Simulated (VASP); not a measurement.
# W (Im-3m) in VASP: further runs

The runs below take W through single point, with PBEsol.

Everything below comes from runs of VASP 6.6.1. Logs are shortened: lines on timing, memory, paths and dates and some standing lists are left out, and cuts for length are marked.

## (1) The cell of the first run

It takes space group Im-3m (No. 229, cubic). Conventional cell: a = 3.160 Å, b = 3.160 Å, c = 3.160 Å, α = 90.00°, β = 90.00°, γ = 90.00°. W (site symmetry m-3m) has 14 W at 2.74 to 3.16 Å within 3.6 Å.

## (2) Single point, PBEsol

File INCAR:

```
SYSTEM = W
PREC = Accurate
ENCUT = 500
EDIFF = 1E-6
ISMEAR = 0
SIGMA = 0.05
LREAL = .FALSE.
LASPH = .TRUE.
NELM = 120
ALGO = Normal
ISIF = 2
LWAVE = .FALSE.
LCHARG = .TRUE.
GGA = PS
LELF = .TRUE.
LVHAR = .TRUE.
NBANDS = 13
GGA_COMPAT = .FALSE.
```

File KPOINTS:

```
Automatic mesh
0
G
  16 16 16
  0 0 0
```

File POSCAR:

```
W
1.0
   -1.5799983977      1.5799983977      1.5799983977
    1.5799983977     -1.5799983977      1.5799983977
    1.5799983977      1.5799983977     -1.5799983977
W
1
Direct
    0.0000000000      0.0000000000      0.0000000000
```

Potentials or basis: VASP PAW PBE potentials, release 64 (W_sv).

The run is started by

```sh
cat potpaw_PBE.64/W_sv/POTCAR > POTCAR
mpirun -np 1 vasp_std > vasp.out
```

OUTCAR:

```text
SYSTEM = W
   PREC = Accurate
   ENCUT = 500
   EDIFF = 1E-6
   ISMEAR = 0
   LREAL = .FALSE.
   LASPH = .TRUE.
   NELM = 120
   ISIF = 2
   GGA = PS

 ion  position               nearest neighbor table
   1  0.000  0.000  0.000-

  LATTYP: Found a body centered cubic cell.
 ALAT       =     3.1599967954

  Lattice vectors:

 A1 = (  -1.5799983977,   1.5799983977,   1.5799983977)
 A2 = (   1.5799983977,  -1.5799983977,   1.5799983977)
 A3 = (   1.5799983977,   1.5799983977,  -1.5799983977)

Analysis of symmetry for initial positions (statically):
=====================================================================
 Subroutine PRICEL returns:
 Original cell was already a primitive cell.

 Routine SETGRP: Setting up the symmetry group for a
 body centered cubic supercell.

 Subroutine GETGRP returns: Found 48 space group operations
 (whereof 48 operations were pure point group operations)
 out of a pool of 48 trial point group operations.

The static configuration has the point symmetry O_h .

Analysis of symmetry for dynamics (positions and initial velocities):
=====================================================================
 Subroutine PRICEL returns:
 Original cell was already a primitive cell.

 Routine SETGRP: Setting up the symmetry group for a
 body centered cubic supercell.

 Subroutine GETGRP returns: Found 48 space group operations
 (whereof 48 operations were pure point group operations)
 out of a pool of 48 trial point group operations.

The dynamic configuration has the point symmetry O_h .

 Subroutine INISYM returns: Found 48 space group operations
 (whereof 48 operations are pure point group operations),
 and found     1 'primitive' translations

----------------------------------------------------------------------------------------

                                     Primitive cell

  volume of cell :      15.7772

  direct lattice vectors                    reciprocal lattice vectors
    -1.579998398  1.579998398  1.579998398     0.000000000  0.316456017  0.316456017
     1.579998398 -1.579998398  1.579998398     0.316456017  0.000000000  0.316456017
     1.579998398  1.579998398 -1.579998398     0.316456017  0.316456017  0.000000000

[... 78 lines left out ...]
   LASPH  =      T    aspherical Exc in radial PAW
   ENCUT  =  500.0 eV  36.75 Ry    6.06 a.u.   4.99  4.99  4.99*2*pi/ulx,y,z
   NELM   =    120;   NELMIN=  2; NELMDL= -5     # of ELM steps
   EDIFF  = 0.1E-05   stopping-criterion for ELM
   LREAL  =      F    real-space projection
   EDIFFG = 0.1E-04   stopping-criterion for IOM
   NSW    =      0    number of steps for IOM
   IBRION =     -1    ionic relax: 0-MD 1-quasi-New 2-CG
   NFREE  =      0    steps in history (QN), initial steepest desc. (CG)
   ISIF   =      2    stress and relaxation
   ISYM   =      2    0-nonsym 1-usesym 2-fastsym
   POTIM  = 0.5000    time-step for ionic-motion
   TEBEG  =    0.0;   TEEND  =   0.0 temperature during run
   PSTRESS=    0.0 pullay stress
   NELECT =      14.0000    total number of electrons
   NUPDOWN=      -1.0000    fix difference up-down
   EMIN   =  10.00;   EMAX   =-10.00  energy-range for DOS
   EFERMI =   0.00;   METHOD = LEGACY
   ISMEAR =     0;   SIGMA  =   0.05  broadening in eV -4-tet -1-fermi 0-gaus
   EFERMI_NEDOS =   21; number of points for ismear=-14 and -15
   IALGO  =     38    algorithm
   IMIX   =      4    mixing-type and parameters
     AMIX     =   0.40;   BMIX     =  1.00
     AMIX_MAG =   1.60;   BMIX_MAG =  1.00
  volume/ion in A,a.u.               =      15.78       106.47
  Fermi-wavevector in a.u.,A,eV,Ry     =   1.573165  2.972850 33.672341  2.474847
  Thomas-Fermi vector in A             =   2.674490
   LORBIT       =      0    0 simple, 1 ext, 2 COOP (PROOUT), +10 PAW based schemes
   GGA     = PS    functional components
   LHFCALC =     F    Hartree Fock is set to
   AEXX    =    0.0000 exact exchange contribution
   IVDW    =     0    specifies the selected vdW correction
   LEPSILON=     F    determine dielectric tensor
   LRPA    =     F    only Hartree local field effects (RPA)
 non-spin polarized calculation
 Gauss-broadening in eV      SIGMA  =   0.05
  energy-cutoff  :      500.00
  volume of cell :       15.78
 maximum number of plane-waves:       420
   NGX =  9   NGY =  9   NGZ =  9

 number of electron      14.0000004 magnetization

 Free energy of the ion-electron system (eV)
  ---------------------------------------------------
  ext. energy  EPLUGINS =         0.00000000
  ---------------------------------------------------
  free energy    TOTEN  =       -13.80806262 eV

  energy without entropy =      -13.80714783  energy(sigma->0) =      -13.80760523

 E-fermi :  11.3842     XC(G=0): -13.7870

 val. band max:       11.3797194702   @ k =  -0.3125   0.3125   0.1875
 cond. band min:      11.3972938341   @ k =  -0.2500   0.2500   0.1250
 fundamental gap:      0.0175743639
 Fermi energy:        11.3841828119

 k-point     1 :       0.0000    0.0000    0.0000
  band No.  band energies     occupation
      1     -62.7916      2.00000
      2     -26.3429      2.00000
      3     -26.3429      2.00000
      4     -26.3429      2.00000
      5       1.6631      2.00000
      6      10.1028      2.00000
      7      10.1028      2.00000
      8      10.1028      2.00000
      9      13.5923      0.00000
     10      13.5923      0.00000
     11      25.8946      0.00000
     12      25.8946      0.00000
     13      25.8946      0.00000
[... 354 lines left out ...]
  band No.  band energies     occupation
      1     -62.6699      2.00000
      2     -27.3775      2.00000
      3     -26.7733      2.00000
      4     -26.4568      2.00000
      5       5.9667      2.00000
      6       8.1871      2.00000
      7       9.0147      2.00000
      8      12.9098      0.00000
      9      14.4574      0.00000
     10      16.6987      0.00000
     11      23.8628      0.00000
     12      26.6653      0.00000
     13      28.5623      0.00000

 [... further k-points ...]
[... 5 lines left out ...]
  --------------------------------------------------------------------------------------
  -------------------------------------------------------------------------------------
  Total       -0.1513296     -0.1513296     -0.1513296     -0.0000000      0.0000000     -0.0000000
  in kB      -15.3675503    -15.3675503    -15.3675503     -0.0000000      0.0000000     -0.0000000
  external PRESSURE =     -15.3675503 kB  Pullay stress =       0.0000000 kB

 VOLUME and BASIS-vectors are now :
 -----------------------------------------------------------------------------
  energy-cutoff  :      500.00
  volume of cell :       15.78
      direct lattice vectors                 reciprocal lattice vectors
    -1.579998398  1.579998398  1.579998398     0.000000000  0.316456017  0.316456017
     1.579998398 -1.579998398  1.579998398     0.316456017  0.000000000  0.316456017
     1.579998398  1.579998398 -1.579998398     0.316456017  0.316456017  0.000000000

 POSITION                                       TOTAL-FORCE (eV/Angst)
 -----------------------------------------------------------------------------------
      0.00000      0.00000      0.00000        -0.000000     -0.000000     -0.000000
 -----------------------------------------------------------------------------------
    total drift:                                0.000000     -0.000000      0.000000

  FREE ENERGIE OF THE ION-ELECTRON SYSTEM (eV)
  ---------------------------------------------------
  free  energy   TOTEN  =       -13.8080626199 eV

  energy  without entropy=      -13.8071478348  energy(sigma->0) =      -13.80760523
```

OSZICAR:

```text
N       E                     dE             d eps       ncg     rms          rms(c)
DAV:   1     0.817558238103E+02    0.81756E+02   -0.73766E+03  3815   0.120E+03
DAV:   2    -0.129129839121E+02   -0.94669E+02   -0.90796E+02  4235   0.311E+02
DAV:   3    -0.144961871299E+02   -0.15832E+01   -0.15791E+01  4130   0.390E+01
DAV:   4    -0.145023489138E+02   -0.61618E-02   -0.61617E-02  4115   0.269E+00
DAV:   5    -0.145023988939E+02   -0.49980E-04   -0.49979E-04  4270   0.228E-01    0.218E+01
DAV:   6    -0.139567083760E+02    0.54569E+00   -0.43812E-01  3940   0.876E+00    0.869E+00
DAV:   7    -0.138128879859E+02    0.14382E+00   -0.22778E-01  4155   0.598E+00    0.642E-01
DAV:   8    -0.138084437801E+02    0.44442E-02   -0.52905E-03  3830   0.978E-01    0.172E-01
DAV:   9    -0.138080648603E+02    0.37892E-03   -0.19686E-04  4265   0.166E-01    0.319E-02
DAV:  10    -0.138080625175E+02    0.23427E-05   -0.17223E-05  4065   0.554E-02    0.103E-02
DAV:  11    -0.138080626199E+02   -0.10243E-06   -0.27744E-07  2665   0.653E-03
   1 F= -.13808063E+02 E0= -.13807605E+02  d E =-.914785E-03
```

It took 9.5 s on 1 thread of Intel Xeon 6975P-C, shared host; peak memory 0.15 GiB.

What came out:

| Quantity | Value |
| --- | --- |
| Free energy | -13.8081 eV |
| Pressure | -1.5 GPa |
| Band gap on the k mesh | zero (band 7 reaches 16.56 eV, above the bottom of band 8 at 10.10 eV) |

Caveat: the PAW data sets were made with another functional, which shifts forces and pressure a little; spin-orbit coupling is left out, which moves the levels of the heavy elements.

## (3) Single point, PBEsol, non-collinear spin, zero start, spin-orbit coupling (volume scaled by 0.96)

File INCAR:

```
PREC = Accurate
ENCUT = 500
EDIFF = 1E-6
ISMEAR = 0
SIGMA = 0.05
LREAL = False
LASPH = True
NELM = 200
ALGO = Normal
ISIF = 2
LWAVE = False
LCHARG = False
MAGMOM = 0 0 0
LORBIT = 11
LSORBIT = True
GGA_COMPAT = False
LORBMOM = True
LMAXMIX = 4
GGA = PS
NBANDS = 25
```

File KPOINTS:

```
Automatic mesh
0
Gamma
  8 8 8
```

File POSCAR:

```
W
1.0
   -1.5586444503      1.5586444503      1.5586444503
    1.5586444503     -1.5586444503      1.5586444503
    1.5586444503      1.5586444503     -1.5586444503
W
1
Direct
    0.0000000000      0.0000000000      0.0000000000
```

Potentials or basis: VASP PAW PBE potentials, release 64 (W_sv).

The run is started by

```sh
cat potpaw_PBE.64/W_sv/POTCAR > POTCAR
mpirun -np 1 vasp_ncl > vasp.out
```

Wall time 13 s (1 thread of Intel Xeon 6975P-C, shared host); peak memory 0.16 GiB.

The run converged. Its results:

* Free energy: -14.6061 eV
* Pressure: 14.8 GPa
* Net moment: 0.00 μB per cell
* Valence electrons inside the program's atomic spheres: W 12.23

Moments on the atoms (μB; x, y, z):
```
W   0.00 0.00 0.00
```

Caveat: the PAW data sets were made with another functional, which shifts forces and pressure a little.
